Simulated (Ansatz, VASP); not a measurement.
## ZrCu: VASP beside Ansatz

```
CELL_PARAMETERS angstrom
3.08115 0.00000 0.00000
0.00000 3.08115 0.00000
0.00000 0.00000 3.08115
ATOMIC_POSITIONS crystal
Zr 0.50000 0.50000 0.50000
Cu 0.00000 0.00000 0.00000
```

Change from the starting cell: volume scaled by 0.85, LAPW.

Alike in both runs: task single point; functional LDA; k mesh 11 × 11 × 11; occupations fermi-dirac, width 0.05 eV; no spin polarisation.

|  | VASP | Ansatz |
| --- | --- | --- |
| version | VASP 6.6.1 | Ansatz 0.2.0 |
| potentials or method | VASP PAW LDA potentials, release 64 (Zr_sv, Cu), cutoff 520 eV | all-electron LAPW, scalar-relativistic |

Ansatz gave:

- pressure (GPa): 18.7

Problem. Which values does VASP return?

Solution. Pressure (GPa): 18.9.

LDA's correlation is that of Perdew and Zunger in VASP and of Perdew and Wang (1992) in Ansatz. Ansatz ran all-electron here, and VASP with PAW potentials.
